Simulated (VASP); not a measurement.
A run of VASP 6.6.1 is set up as follows.

Contents of INCAR:

```
SYSTEM = Sc2As3Se3
PREC     = Accurate       ! precision mode
ENCUT    = 600            ! plane-wave cutoff, eV
EDIFF    = 1E-6           ! SCF threshold, eV
ISMEAR   = 0              ! smearing method
SIGMA    = 0.2            ! smearing width, eV
LREAL    = .FALSE.        ! projectors in reciprocal space
LASPH    = .TRUE.         ! aspherical terms in the spheres
NELM     = 80             ! most SCF steps
ALGO     = Normal         ! electronic algorithm
ISIF     = 3              ! what is computed and relaxed
LWAVE    = .FALSE.        ! write WAVECAR
LCHARG   = .FALSE.        ! write CHGCAR
GGA      = PE             ! functional
IBRION   = 2              ! ionic algorithm
NSW      = 36             ! ionic steps
EDIFFG   = -0.08          ! ionic threshold
```

The input KPOINTS:

```
regular mesh
0
G
  4 4 4
  0 0 0
```

POSCAR

```
Sc2As3Se3
1.0
   -3.0902530000      3.0902530000      5.3978345200
    3.0902530000     -3.0902530000      5.3978345200
    3.0902530000      3.0902530000     -5.3978345200
Sc As Se
2 3 3
Direct
    0.7500000000      0.2500000000      0.5000000000
    0.2500000000      0.7500000000      0.5000000000
    0.5000000000      0.5000000000      0.0000000000
    0.3044773200      0.3044773200      0.0000000000
    0.6955226800      0.6955226800      0.0000000000
    0.5000000000      0.0000000000      0.5000000000
    0.0000000000      0.5000000000      0.5000000000
    0.0000000000      0.0000000000      0.0000000000
```

Potentials or basis: VASP PAW PBE potentials, release 64 (Sc_sv, As, Se).

Launch:

```bash
$ cat potpaw_PBE.64/Sc_sv/POTCAR potpaw_PBE.64/As/POTCAR potpaw_PBE.64/Se/POTCAR > POTCAR
$ mpirun -np 1 vasp_std > vasp.out
```

Estimate the relaxed volume.

22.03 Å³/atom.

What does it give for the space group after relaxing (to 0.1 Å)?

I4/mmm (No. 139).

Estimate the relaxed cell.

a = 6.957 Å, b = 6.957 Å, c = 6.957 Å, α = 133.12°, β = 133.12°, γ = 68.47°.

Step by step:
```
step  energy change (eV)  largest force (eV/Å)  pressure (GPa)  volume (Å³)
   1              0.0000                5.6119           -0.93       206.19
   2             -2.9131                0.4181           -7.09       199.96
   3             -3.0498                0.0930           -6.84       198.58
   4             -3.0954                0.3416           -5.50       195.56
   5             -3.1080                0.1397           -6.37       197.26
   6             -3.2656                0.3274            5.02       168.16
   7             -3.4813                0.2332           -0.79       179.79
   8             -3.5849                0.0043           -0.20       176.78
   9             -3.5941                0.1036            0.11       175.71
  10             -3.5942                0.1151            0.15       175.59
  11             -3.5942                0.1237            0.18       175.50
  12             -3.5957                0.1095           -0.09       176.06
  13             -3.5960                0.0971           -0.33       176.56
  14             -3.5969                0.0851           -0.31       176.47
  15             -3.5990                0.0502           -0.24       176.20
```

Caveat: the relaxation stopped at a loose force limit of 0.08 eV/Å, so its end isn't a converged minimum.
